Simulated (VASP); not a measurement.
**AlCu: single point with LDA**

The system is AlCu.

```xyz
2
Lattice="2.9238 0.0000 0.0000 0.0000 2.9238 0.0000 0.0000 0.0000 2.9238" Properties=species:S:1:pos:R:3 pbc="T T T"
Al    0.0000    0.0000    0.0000
Cu    1.4619    1.4619    1.4619
```

```json
{"Program": "VASP 6.6.1", "Task": "single point", "Functional": "LDA", "Potentials or basis": "VASP PAW LDA potentials, release 64 (Al, Cu)", "Cutoff": "520 eV", "k mesh": "14 × 14 × 14", "Occupations": "gaussian, width 0.1 eV", "Spin": "no spin polarisation"}
```

| Item | Value |
| --- | --- |
| Pressure | 1.0 GPa |
| Band gap on the k mesh | zero (bands 7 and 8 overlap by 4.88 eV) |

Levels at points of the mesh, in eV from the Fermi level:
```
           k point  band 3  band 4  band 5  band 6  band 7  band 8  band 9  band 10  band 11  band 12
(0.00, 0.00, 0.00)   -5.35   -4.22   -4.22   -4.22    3.98    3.98    3.98     6.50     6.50    10.92
(0.50, 0.00, 0.00)   -5.05   -4.70   -4.70   -4.16   -3.37    7.31    8.28     8.28     8.99     8.99
(0.50, 0.50, 0.00)   -4.59   -4.59   -3.97   -3.97   -3.79   -0.89    0.03    10.66    13.29    13.29
(0.50, 0.50, 0.50)   -5.91   -3.77   -3.77    0.62    0.62    0.62    2.23     2.36     2.36     2.36
```

Run time: 10 s on 1 thread of Intel(R) Xeon(R) 6975P-C (Granite Rapids), on a shared host, peak memory 0.16 GiB.
